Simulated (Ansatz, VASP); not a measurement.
**CdTe: VASP beside Ansatz**

Contents of INCAR:

```
PREC = Accurate
ENCUT = 520
EDIFF = 1E-6
ISMEAR = -1
SIGMA = 0.02
LREAL = F
LASPH = T
NELM = 60
ALGO = Normal
ISIF = 2
LWAVE = F
LCHARG = T
GGA = PE
LELF = T
LVHAR = T
NBANDS = 16
```

Contents of KPOINTS:

```
regular mesh
0
Gamma
  6 6 6
```

Contents of POSCAR:

```
CdTe
1.0
    0.0000000000      3.1487569115      3.4485483050
    3.1487569115      0.0000000000      3.4485483050
    3.1487569115      3.1487569115      0.0000000000
Cd Te
1 1
Direct
    0.0000000000      0.0000000000      0.0000000000
    0.2500000000      0.2500000000      0.2500000000
```

Input for Ansatz:

```yaml
crystal:
  lattice:
    - [0.0, 3.1487569115, 3.448548305]
    - [3.1487569115, 0.0, 3.448548305]
    - [3.1487569115, 3.1487569115, 0.0]
  atoms:
    - { symbol: Cd, position: [0.0, 0.0, 0.0] }
    - { symbol: Te, position: [0.25, 0.25, 0.25] }
kpoints:
  mp_grid: { grid: [6, 6, 6] }
  band_path:
    path:
      - [0.0, 0.0, 0.0]
      - [-0.5, -0.5, 0.0]
      - [-0.375, -0.375, 0.25]
      - [-0.375, 0.0, 0.375]
      - [0.0, 0.0, 0.5]
      - [-0.5, -0.25, 0.25]
    npoints: 1
hamiltonian:
  xc: pbe
scf:
  occupations: { method: fermi_dirac, width: 0.02 }
  n_extra_bands: 4
output:
  forces: true
  stress: true
  eigenvalues: true
```

Change from the starting cell: epitaxial_xy strain -4.0%.

Alike in both runs: task single point; functional PBE; k mesh 6 × 6 × 6; occupations fermi-dirac, width 0.02 eV; no spin polarisation.

|  | VASP | Ansatz |
| --- | --- | --- |
| version | VASP 6.6.1 | Ansatz 0.2.0 |
| potentials or method | VASP PAW PBE potentials, release 64 (Cd, Te) | plane waves, PAW |
| plane-wave cutoff (eV) | 520 | 420 |
| valence electrons in the cell | 18 | 36 |

|  | VASP | Ansatz | Ansatz less VASP |
| --- | --- | --- | --- |
| pressure (GPa) | 2.4 | 2.2 | -0.14 |
| traceless stress, the component that is largest in VASP (GPa) | -1.10 | -1.10 | -0.005 |

With one functional, cell and mesh, what is left measures potentials, basis and numerics. VASP's potentials hold 18 valence electrons a cell and Ansatz's 36, so a difference there can come from the potentials and not from the codes.

Neither program's run includes spin-orbit coupling.
